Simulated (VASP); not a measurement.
Crystal: B.

```xyz
12
Lattice="5.3565 0.0000 0.0000 0.0000 5.3565 0.0000 0.0000 0.0000 3.9714" Properties=species:S:1:pos:R:3 pbc="T T T"
B     0.7009    2.1350    3.5774
B     4.6556    3.2215    1.5917
B     3.2215    0.7009    2.5845
B     2.1350    4.6556    0.5988
B     4.6556    2.1350    0.3940
B     0.7009    3.2215    2.3797
B     2.1350    0.7009    1.3869
B     3.2215    4.6556    3.3726
B     3.3112    3.3112    2.4821
B     2.0452    2.0452    0.4964
B     2.0452    3.3112    1.4893
B     3.3112    2.0452    3.4750
```

The cell was built from a structure type or drawn by symmetry, and may not be a known phase.

| Quantity | Value |
| --- | --- |
| Program | VASP 6.6.1 |
| Task | relaxation of cell and atoms |
| Functional | PBE |
| Potentials or basis | VASP PAW PBE potentials, release 64 (B) |
| Cutoff | 600 eV |
| k mesh | 4 × 4 × 4 |
| Occupations | gaussian, width 0.1 eV |
| Spin | no spin polarisation |

At the start: pressure 28.8 GPa; volume 9.50 Å³/atom.

Task: Where does the relaxation end?

Result: Over 32 steps the energy falls by 402.2 meV/atom and the volume is 11.15 Å³/atom (+17.4 %); space group P4_322 (No. 95, to 0.1 Å) before and after.

Step by step:
```
step  energy change (eV)  largest force (eV/Å)  pressure (GPa)  volume (Å³)
   1              0.0000                1.3812           28.78       113.95
   2             -1.8404                1.4618           -6.38       144.45
   3             -1.9735                1.1973           -0.81       136.97
   4             -2.6174                0.9360           -0.53       140.15
   5             -3.1685                1.1425           -0.64       144.69
   6             -2.8416                2.6806           -2.70       153.55
   7             -3.2468                1.7078           -0.88       147.69
   8             -3.6302                1.1549           -1.79       149.26
   9             -3.8576                0.8034           -3.46       151.99
  10             -3.8643                0.7422           -3.19       151.57
  11             -3.9860                0.7858           -1.79       148.81
  12             -4.1878                0.9233            3.04       140.71
  13             -4.2904                0.7773            2.51       140.37
  14             -4.4619                0.2672            1.21       139.33
  15             -4.4688                0.3457            0.91       139.04
  16             -4.4917                0.2948            0.23       139.58
  17             -4.5290                0.3762           -1.69       141.18
  18             -4.5474                0.3503           -1.80       141.08
  19             -4.5982                0.2851           -2.12       140.76
  20             -4.6706                0.2650           -2.84       140.10
  21             -4.6761                0.5263           -4.48       138.68
  22             -4.7053                0.3763           -3.55       139.52
  23             -4.7493                0.2762           -2.71       138.03
  24             -4.7785                0.2307           -1.51       136.07
  25             -4.7808                0.2623           -1.07       135.39
  26             -4.7919                0.2133           -0.60       134.86
  27             -4.7997                0.2859            0.28       133.91
  28             -4.8080                0.2187            0.51       133.63
  29             -4.8186                0.1046            1.27       132.80
  30             -4.8245                0.0406            0.67       133.27
  31             -4.8261                0.0727            0.16       133.67
  32             -4.8266                0.0390            0.09       133.79
```

Final structure:
```
CELL_PARAMETERS angstrom
6.23045 0.00000 0.00000
0.00000 6.23045 0.00000
0.00000 0.00000 3.44654
ATOMIC_POSITIONS crystal
B 0.12788 0.41116 0.97554
B 0.87212 0.58884 0.47554
B 0.58884 0.12788 0.72554
B 0.41116 0.87212 0.22554
B 0.87212 0.41116 0.02446
B 0.12788 0.58884 0.52446
B 0.41116 0.12788 0.27446
B 0.58884 0.87212 0.77446
B 0.62374 0.62374 0.62500
B 0.37626 0.37626 0.12500
B 0.37626 0.62374 0.37500
B 0.62374 0.37626 0.87500
```

Caveat: the k points lie up to 0.46 Å⁻¹ apart in the final cell, too coarse for converged energies and pressures of a metal; the volume moved by over 15 % at a fixed basis, so the end points are rough.
